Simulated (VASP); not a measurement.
Wanted: the native input for a VASP 6.6.1 run.

| Item | Value |
| --- | --- |
| Task | single point |
| Functional | LDA |
| Potentials or basis | VASP PAW LDA potentials, release 64 (Ti_sv) |
| Cutoff | 520 eV |
| k mesh | 13 × 13 × 13 |
| Occupations | fermi-dirac, width 0.1 eV |
| Spin | no spin polarisation |
| Dipole correction | no |
| Further INCAR settings | ALGO = Normal; EDIFF = 1e-06; NBANDS = 12 |

The structure of Ti lies in POSCAR:

```
Ti
1.0
   -1.5844836356      1.5844836356      1.5844836356
    1.5844836356     -1.5844836356      1.5844836356
    1.5844836356      1.5844836356     -1.5844836356
Ti
1
Direct
    0.0000000000      0.0000000000      0.0000000000
```

The input as run:

INCAR

```
SYSTEM = Ti
  PREC = Accurate
  ENCUT = 520
  EDIFF = 1E-6
  ISMEAR = -1
  SIGMA = 0.1
  LREAL = .False.
  LASPH = .True.
  NELM = 80
  ALGO = Normal
  ISIF = 2
  LWAVE = .False.
  LCHARG = .False.
  GGA = CA
  NBANDS = 12
```

KPOINTS

```
regular mesh
0
Gamma
  13 13 13
  0 0 0
```

Potentials or basis: VASP PAW LDA potentials, release 64 (Ti_sv).

Launch:

```sh
$ cat potpaw_LDA.64/Ti_sv/POTCAR > POTCAR
$ mpirun -np 1 vasp_std > vasp.out
```

It gave:

| Quantity | Value |
| --- | --- |
| Pressure | -0.1 GPa |
| Band gap on the k mesh | zero (band 6 reaches 9.81 eV, above the bottom of band 7 at 8.25 eV) |

Wall time 10 s on 1 thread of Intel Xeon 6975P-C (shared host), peak memory 0.13 GiB.
